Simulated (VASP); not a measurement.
Wanted: the native input for a VASP 6.6.1 run.

| Property | Result |
| --- | --- |
| Task | single point |
| Functional | PBE |
| Potentials or basis | VASP PAW PBE potentials, release 64 (Ca_sv, O) |
| Cutoff | 520 eV |
| k mesh | 8 × 8 × 8 |
| Occupations | gaussian, width 0.01 eV |
| Spin | no spin polarisation |
| Dipole correction | no |
| Further INCAR settings | ALGO = Normal; EDIFF = 1e-06; NBANDS = 15 |

The structure of CaO (Lime) lies in POSCAR:

```
CaO
1.0
    0.0000000000      2.3975473901      2.3975473901
    2.3975473901      0.0000000000      2.3975473901
    2.3975473901      2.3975473901      0.0000000000
Ca O
1 1
Direct
    0.0000000000      0.0000000000      0.0000000000
    0.5000000000      0.5000000000      0.5000000000
```

These files were run (other wordings do the same):

INCAR

```
SYSTEM = CaO
  PREC = Accurate
  ENCUT = 520
  EDIFF = 1E-6
  ISMEAR = 0
  SIGMA = 0.01
  LREAL = .False.
  LASPH = .True.
  NELM = 100
  ALGO = Normal
  ISIF = 2
  LWAVE = .False.
  LCHARG = .False.
  GGA = PE
  NBANDS = 15
```

KPOINTS

```
regular mesh
0
Gamma
  8 8 8
  0 0 0
```

Potentials or basis: VASP PAW PBE potentials, release 64 (Ca_sv, O).

Run with:

```bash
$ cat potpaw_PBE.64/Ca_sv/POTCAR potpaw_PBE.64/O/POTCAR > POTCAR
$ mpirun -np 1 vasp_std > vasp.out
```

Results of the run:

```json
{
 "Pressure": "3.1 GPa",
 "Band gap on the k mesh": "3.63 eV, indirect (least direct gap 4.01 eV)"
}
```

Wall time 6.7 s on 1 thread of Intel(R) Xeon(R) 6975P-C (Granite Rapids), on a shared host, peak memory 0.15 GiB.
